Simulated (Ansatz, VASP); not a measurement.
# PbO2 in VASP and in Ansatz

```
CELL_PARAMETERS angstrom
-3.06161 3.06161 3.96044
3.06161 -3.06161 3.96044
3.06161 3.06161 -3.96044
ATOMIC_POSITIONS crystal
Pb 0.00000 0.00000 0.00000
Pb 0.75000 0.25000 0.50000
O 0.37500 0.29307 0.41807
O 0.04307 0.62500 0.91807
O 0.70693 0.12500 0.08193
O 0.87500 0.95693 0.58193
```

Alike in both runs: task relaxation of cell and atoms; functional PBE; k mesh 6 × 6 × 6; occupations gaussian, width 0.02 eV; no spin polarisation.

```csv
,VASP,Ansatz
version,VASP 6.6.1,Ansatz 0.2.0
potentials or method,"VASP PAW PBE potentials, release 64 (Pb_d, O), cutoff 600 eV","scalar-relativistic, plane waves, PAW"
valence electrons in the cell,52,52
```

```tsv
	VASP	Ansatz	Ansatz less VASP
gap on the k mesh at the Fermi level, each at its own relaxed structure (eV)	0.82	0.88	+0.061
relaxed volume (Å³/atom)	23.91	24.49	+0.571
relaxed cell length with the largest relative difference (Å)	5.743	5.805	+0.0625
```

Spin-orbit coupling is off throughout.
